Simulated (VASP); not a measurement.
Crystal: Be.

```
CELL_PARAMETERS angstrom
-1.25312 1.25312 1.25312
1.25312 -1.25312 1.25312
1.25312 1.25312 -1.25312
ATOMIC_POSITIONS crystal
Be 0.00000 0.00000 0.00000
```

Program: VASP 6.6.1. Alike in all runs: task single point; no spin polarisation; cell as given; cutoff (eV) 520.

**Question.** Order these runs on this cell by their pressure, lowest first.
A. level PBE; potentials or basis VASP PAW PBE potentials, release 64 (Be); k mesh 15 × 15 × 15; smearing fermi-dirac 0.05 eV
B. level LDA; potentials or basis VASP PAW LDA potentials, release 64 (Be); k mesh 8 × 8 × 8; smearing fermi-dirac 0.05 eV
C. level PBE exchange alone; potentials or basis VASP PAW PBE potentials, release 64 (Be); k mesh 15 × 15 × 15; smearing tetrahedron

**Answer.** B (-6.0 GPa), A (-0.7 GPa), C (8.4 GPa).

Caveats: some runs use coarse meshes; tetrahedron occupations give inexact forces and stress in metals (some runs).
